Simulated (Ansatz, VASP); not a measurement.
InSe in VASP and in Ansatz

INCAR

```
PREC = Accurate ; ENCUT = 520
EDIFF = 1E-6 ; ISMEAR = -1
SIGMA = 0.01 ; LREAL = F
LASPH = T ; NELM = 100
ALGO = Normal ; ISIF = 2
LWAVE = F ; LCHARG = F
GGA = PE ; NBANDS = 27
```

KPOINTS

```
Automatic mesh
0
Gamma
  7 7 7
```

File POSCAR:

```
InSe
1.0
    2.0599996398      1.1893413466      8.3166700000
   -2.0599996398      1.1893413466      8.3166700000
    0.0000000000     -2.3786826932      8.3166700000
In Se
2 2
Direct
    0.0000000000      0.0000000000      0.0000000000
    0.1122000000      0.1122000000      0.1122000000
    0.6155000000      0.6155000000      0.6155000000
    0.8300000000      0.8300000000      0.8300000000
```

Input for Ansatz:

```yaml
crystal:
  lattice:
    - [2.0599996398, 1.1893413466, 8.31667]
    - [-2.0599996398, 1.1893413466, 8.31667]
    - [0.0, -2.3786826932, 8.31667]
  atoms:
    - { symbol: In, position: [0.0, 0.0, 0.0] }
    - { symbol: In, position: [0.1122, 0.1122, 0.1122] }
    - { symbol: Se, position: [0.6155, 0.6155, 0.6155] }
    - { symbol: Se, position: [0.83, 0.83, 0.83] }
kpoints:
  mp_grid: { grid: [7, 7, 7] }
  band_path:
    path:
      - [0.0, 0.0, 0.0]
      - [-0.5, -0.5, -0.5]
      - [-0.5, -0.1803006524, -0.8196993476]
      - [-0.1803006524, 0.1803006524, -0.5]
      - [0.0, 0.0, -0.5]
      - [0.0, 0.0, 0.0]
      - [0.0, 0.3401503262, -0.3401503262]
      - [-0.3401503262, 0.0, -0.6598496738]
      - [-0.5, 0.0, -0.5]
    npoints: 5
scf:
  occupations: { method: fermi_dirac, width: 0.01 }
hamiltonian:
  xc: pbe
  pseudopotentials: { kind: all_electron, lapw: { basis_error: 0.001 } }
output:
  forces: true
  stress: true
  eigenvalues: true
```

Change from the starting cell: equal xx and yy strain of +3 %.

Alike in both runs: task single point; functional PBE; k mesh 7 × 7 × 7; occupations fermi-dirac, width 0.01 eV; no spin polarisation.

```csv
,VASP,Ansatz
version,VASP 6.6.1,Ansatz 0.2.0
potentials or method,"VASP PAW PBE potentials, release 64 (In_d, Se), cutoff 520 eV","all-electron LAPW, scalar-relativistic"
```

VASP gave:

```
gap on the k mesh at the Fermi level (eV)                     : 0.53
pressure (GPa)                                                : -0.1
traceless stress, the component that is largest in VASP (GPa) : 0.84
rms of the force components (eV/Å)                            : 0.128
```

Which values does Ansatz return?

gap on the k mesh at the Fermi level (eV): 0.54; pressure (GPa): -0.1; traceless stress, the component that is largest in VASP (GPa): 0.84; rms of the force components (eV/Å): 0.135.

Atom by atom the forces differ by 0.007 eV/Å (rms over components). Ansatz ran all-electron here, and VASP with PAW potentials.
